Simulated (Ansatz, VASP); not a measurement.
## One calculation of HfO2, two programs

```xyz
6
Lattice="4.8813 0.0000 0.0000 0.0000 4.8813 0.0000 0.0000 0.0000 3.2380" Properties=species:S:1:pos:R:3 pbc="T T T"
Hf   -0.4879   -0.4879    0.0000
Hf    2.4406    2.4406    1.6190
O     0.9511    3.9302    1.6190
O     1.4896    1.4896    0.0000
O     3.3917    3.3917    0.0000
O     3.9302    0.9511    1.6190
```

Alike in both runs: task single point; functional PBE; k mesh 6 × 6 × 8; occupations gaussian, width 0.05 eV; no spin polarisation.

|  | VASP | Ansatz |
| --- | --- | --- |
| version | VASP 6.6.1 | Ansatz 0.2.0 |
| potentials or method | VASP PAW PBE potentials, release 64 (Hf_pv, O), cutoff 520 eV | scalar-relativistic, plane waves, PAW |
| valence electrons in the cell | 44 | 76 |

VASP gave:

```
gap on the k mesh at the Fermi level (eV) : 1.24
least direct gap on the mesh (eV)         : 1.24
rms of the force components (eV/Å)        : 17.841
```

Q: Which values does Ansatz return?

A: gap on the k mesh at the Fermi level (eV): 1.30; least direct gap on the mesh (eV): 1.30; rms of the force components (eV/Å): 17.101.

Atom by atom the forces differ by 0.748 eV/Å (rms over components). The functional is the same, so the differences come from potentials, cutoffs and numerics. VASP's potentials hold 44 valence electrons a cell and Ansatz's 76, so a difference there can come from the potentials and not from the codes.

Neither program's run includes spin-orbit coupling.
